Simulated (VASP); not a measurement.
Set up this calculation in VASP 6.6.1, as the native input.

```yaml
Task: single point
Functional: r2SCAN
Potentials_or_basis: VASP PAW PBE potentials, release 64 (B, As)
Cutoff: 520 eV
k_mesh: 10 × 10 × 10
Occupations: fermi-dirac, width 0.02 eV
Spin: non-collinear spin, zero start, spin-orbit coupling
Starting_moments: "[[0.0, 0.0, 0.0], [0.0, 0.0, 0.0]] μB"
Dipole_correction: no
Further_INCAR_settings: ALGO = Normal; EDIFF = 1e-06; NBANDS = 20
```

BAs:

```
CELL_PARAMETERS angstrom
0.00000 2.43970 2.36980
2.43970 0.00000 2.36980
2.43970 2.43970 0.00000
ATOMIC_POSITIONS crystal
B 0.00000 0.00000 0.00000
As 0.25000 0.25000 0.25000
```

This cell differs from its parent crystal: epitaxial xy strain +2.0%.

These files were run (other wordings do the same):

POSCAR

```
BAs
1.0
    0.0000000000      2.4397049562      2.3697994758
    2.4397049562      0.0000000000      2.3697994758
    2.4397049562      2.4397049562      0.0000000000
B As
1 1
Direct
    0.0000000000      0.0000000000      0.0000000000
    0.2500000000      0.2500000000      0.2500000000
```

INCAR.step1

```
PREC = Accurate
ENCUT = 520
ISMEAR = -1
SIGMA = 0.02
LREAL = F
LASPH = T
NELM = 150
LNONCOLLINEAR = T
MAGMOM = 0 0 0 0 0 0
LSORBIT = T
GGA_COMPAT = F
NBANDS = 20
GGA = PE
ALGO = Normal
EDIFF = 1E-4
LWAVE = T
LCHARG = F
```

INCAR.step2

```
PREC = Accurate
ENCUT = 520
EDIFF = 1E-6
ISMEAR = -1
SIGMA = 0.02
LREAL = F
LASPH = T
NELM = 150
ALGO = Normal
ISIF = 2
LWAVE = F
LCHARG = F
LNONCOLLINEAR = T
MAGMOM = 0 0 0 0 0 0
LORBIT = 11
LSORBIT = T
GGA_COMPAT = F
LORBMOM = T
METAGGA = R2SCAN
LMIXTAU = T
NBANDS = 20
ISTART = 1
```

KPOINTS

```
Automatic mesh
0
Gamma
  10 10 10
```

Potentials or basis: VASP PAW PBE potentials, release 64 (B, As).

The run is started by

```bash
$ cat potpaw_PBE.64/B/POTCAR potpaw_PBE.64/As/POTCAR > POTCAR
$ cp INCAR.step1 INCAR
$ mpirun -np 1 vasp_ncl > vasp.out
$ cp INCAR.step2 INCAR
$ mpirun -np 1 vasp_ncl > vasp.out
```

Results of the run:

```
Pressure                                              : -3.8 GPa
Net moment                                            : 0.00 μB per cell
Valence electrons inside the program's atomic spheres : B 1.79; As 2.93
```

Caveat: the cell differs from its parent crystal (epitaxial xy strain +2.0%); the cell stands under tension; the PAW data sets were made with another functional, which shifts forces and pressure a little.

Run time: 14 min on 1 thread of AMD EPYC 9R45 96-Core Processor (Zen 5) (shared host), peak memory 0.34 GiB.
